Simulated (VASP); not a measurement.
A run of VASP 6.6.1 is set up as follows.

The input INCAR:

```
  PREC = Accurate
  ENCUT = 520
  EDIFF = 1E-6
  ISMEAR = -1
  SIGMA = 0.03
  LREAL = F
  LASPH = T
  NELM = 150
  ALGO = Normal
  ISIF = 2
  LWAVE = F
  LCHARG = T
  ISPIN = 2
  MAGMOM = 5 0
  LORBIT = 11
  NUPDOWN = 5.0
  LMAXMIX = 4
  LDAU = T
  LDAUTYPE = 2
  LDAUL = 2 -1
  LDAUU = 2.7 0
  LDAUJ = 0 0
  LDAUPRINT = 1
  GGA = PE
  LELF = T
  LVHAR = T
  NBANDS = 20
```

Contents of KPOINTS:

```
Automatic mesh
0
Gamma
  9 9 9
```

File POSCAR:

```
MnO
1.0
    0.0000000000      2.2050000000      2.2050000000
    2.2050000000      0.0000000000      2.2050000000
    2.2050000000      2.2050000000      0.0000000000
Mn O
1 1
Direct
    0.0000000000      0.0000000000      0.0000000000
    0.5000000000      0.5000000000      0.5000000000
```

Potentials or basis: VASP PAW PBE potentials, release 64 (Mn_pv, O).

Launch:

```sh
$ cat potpaw_PBE.64/Mn_pv/POTCAR potpaw_PBE.64/O/POTCAR > POTCAR
$ mpirun -np 1 vasp_std > vasp.out
```

Question: Predict the pressure.

Answer: 11.4 GPa.

Eigenvalues of the final occupation matrices:
```csv
site,spin,trace,eigenvalues
site 1 d,1,4.76,0.94 0.94 0.94 0.97 0.97
site 1 d,2,0.23,0.02 0.02 0.02 0.08 0.08
```

Caveat: the cell stands under pressure; the total moment is fixed, so each spin has its own Fermi level; a cell with one magnetic atom can't hold antiferromagnetic order, which such compounds often take. The state reached can hang on the start; a lower one may exist.
